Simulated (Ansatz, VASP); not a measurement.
Two plane-wave programs on Mg5ZrN2

INCAR

```
  PREC = Accurate
  ENCUT = 600
  EDIFF = 1E-7
  ISMEAR = 0
  SIGMA = 0.1
  LREAL = False
  LASPH = True
  NELM = 80
  ALGO = Normal
  ISIF = 3
  LWAVE = False
  LCHARG = False
  GGA = PE
  IBRION = 2
  NSW = 100
  EDIFFG = -0.01
```

The input KPOINTS:

```
Automatic mesh
0
Gamma
  12 12 2
```

The input POSCAR:

```
Mg5ZrN2
1.0
    3.1738704600      0.0000000000      0.0000000000
   -1.5869352300      2.7486524467      0.0000000000
    0.0000000000      0.0000000000     15.7216351561
Mg Zr N
5 1 2
Direct
    0.6666666667      0.3333333333      0.1605179271
    0.6666666667      0.3333333333      0.8394820729
    0.0000000000      0.0000000000      0.6668721492
    0.6666666667      0.3333333333      0.5000000000
    0.0000000000      0.0000000000      0.3331278508
    0.0000000000      0.0000000000      0.0000000000
    0.3333333333      0.6666666667      0.0883189057
    0.3333333333      0.6666666667      0.9116810943
```

Input for Ansatz:

```yaml
crystal:
  lattice:
    - [3.17387046, 0.0, 0.0]
    - [-1.58693523, 2.7486524467, 0.0]
    - [0.0, 0.0, 15.7216351561]
  atoms:
    - { symbol: Mg, position: [0.6666666667, 0.3333333333, 0.1605179271] }
    - { symbol: Mg, position: [0.6666666667, 0.3333333333, 0.8394820729] }
    - { symbol: Mg, position: [0.0, 0.0, 0.6668721492] }
    - { symbol: Mg, position: [0.6666666667, 0.3333333333, 0.5] }
    - { symbol: Mg, position: [0.0, 0.0, 0.3331278508] }
    - { symbol: Zr, position: [0.0, 0.0, 0.0] }
    - { symbol: "N", position: [0.3333333333, 0.6666666667, 0.0883189057] }
    - { symbol: "N", position: [0.3333333333, 0.6666666667, 0.9116810943] }
basis:
  ecutwfc: 420
kpoints:
  mp_grid: { grid: [12, 12, 2] }
hamiltonian:
  xc: pbe
scf:
  occupations: { method: gaussian, width: 0.1 }
output:
  forces: true
  stress: true
  eigenvalues: true
relax:
  adjacent_minimum: "off"
  f_tol: 0.01
  max_steps: 80
  cell: { stress_tol: 0.05 }
```

Alike in both runs: task relaxation of cell and atoms; functional PBE; k mesh 12 × 12 × 2; occupations gaussian, width 0.1 eV; no spin polarisation.

|  | VASP | Ansatz |
| --- | --- | --- |
| version | VASP 6.6.1 | Ansatz 0.2.0 |
| potentials or method | VASP PAW PBE potentials, release 64 (Mg, Zr_sv, N), cutoff 600 eV | scalar-relativistic, plane waves, PAW |
| valence electrons in the cell | 32 | 72 |

```csv
,VASP,Ansatz,Ansatz less VASP
"gap on the k mesh at the Fermi level, each at its own relaxed structure (eV)",none,none,-
relaxed volume (Å³/atom),17.10,17.15,+0.052
relaxed length of the cell vector where the two differ most in proportion (Å),15.513,15.538,+0.0251
```

A gap of «none» marks a metal or a gap that the smearing closes. VASP's potentials hold 32 valence electrons a cell and Ansatz's 72, so a difference there can come from the potentials and not from the codes.
